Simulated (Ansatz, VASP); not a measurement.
**Two plane-wave programs on AlGa3N4**

File INCAR:

```
SYSTEM = AlGa3N4
PREC = Accurate ; ENCUT = 520
EDIFF = 1E-6 ; ISMEAR = 0
SIGMA = 0.05 ; LREAL = .FALSE.
LASPH = .TRUE. ; NELM = 60
ALGO = Normal ; ISIF = 2
LWAVE = .FALSE. ; LCHARG = .FALSE.
NBANDS = 41
```

KPOINTS

```
regular mesh
0
G
  6 6 6
  0 0 0
```

The input POSCAR:

```
AlGa3N4
1.0
    4.3064058257     -0.0648401486     -0.0648401486
   -0.0648401486      4.3064058257     -0.0648401486
   -0.0648401486     -0.0648401486      4.3064058257
Al Ga N
1 3 4
Direct
    0.0000000000      0.0000000000      0.0000000000
    0.5000000000      0.5000000000      0.0000000000
    0.5000000000      0.0000000000      0.5000000000
    0.0000000000      0.5000000000      0.5000000000
    0.7548078379      0.7548078379      0.2451921621
    0.7548078379      0.2451921621      0.7548078379
    0.2451921621      0.7548078379      0.7548078379
    0.2451921621      0.2451921621      0.2451921621
```

Input for Ansatz:

```yaml
crystal:
  lattice:
    - [4.3064058257, -0.0648401486, -0.0648401486]
    - [-0.0648401486, 4.3064058257, -0.0648401486]
    - [-0.0648401486, -0.0648401486, 4.3064058257]
  atoms:
    - { symbol: Al, position: [0.0, 0.0, 0.0] }
    - { symbol: Ga, position: [0.5, 0.5, 0.0] }
    - { symbol: Ga, position: [0.5, 0.0, 0.5] }
    - { symbol: Ga, position: [0.0, 0.5, 0.5] }
    - { symbol: "N", position: [0.7548078379, 0.7548078379, 0.2451921621] }
    - { symbol: "N", position: [0.7548078379, 0.2451921621, 0.7548078379] }
    - { symbol: "N", position: [0.2451921621, 0.7548078379, 0.7548078379] }
    - { symbol: "N", position: [0.2451921621, 0.2451921621, 0.2451921621] }
basis:
  ecutwfc: 520.0
kpoints:
  mp_grid: { grid: [6, 6, 6] }
hamiltonian:
  xc: lda
  pseudopotentials: { kind: paw, azcp: { folder: soft_1 } }
scf:
  occupations: { method: gaussian, width: 0.05 }
output:
  forces: true
  stress: true
  eigenvalues: true
```

Alike in both runs: task single point; functional LDA; k mesh 6 × 6 × 6; occupations gaussian, width 0.05 eV; no spin polarisation.

|  | VASP | Ansatz |
| --- | --- | --- |
| version | VASP 6.6.1 | Ansatz 0.2.0 |
| potentials or method | VASP PAW LDA potentials, release 64 (Al, Ga_d, N), cutoff 520 eV | scalar-relativistic, plane waves, PAW |
| valence electrons in the cell | 62 | 62 |

```csv
,VASP,Ansatz,Ansatz less VASP
gap on the k mesh at the Fermi level (eV),2.98,2.97,-0.006
least direct gap on the mesh (eV),2.98,2.97,-0.006
pressure (GPa),22.5,21.1,-1.41
"traceless stress, the component that is largest in VASP (GPa)",8.76,8.64,-0.122
rms of the force components (eV/Å),0.526,0.511,-0.0151
```

Ansatz warns that its potentials were made for another functional, while VASP's fit it. LDA's correlation is that of Perdew and Zunger in VASP and of Perdew and Wang (1992) in Ansatz. Atom by atom the forces differ by 0.019 eV/Å (rms over components).
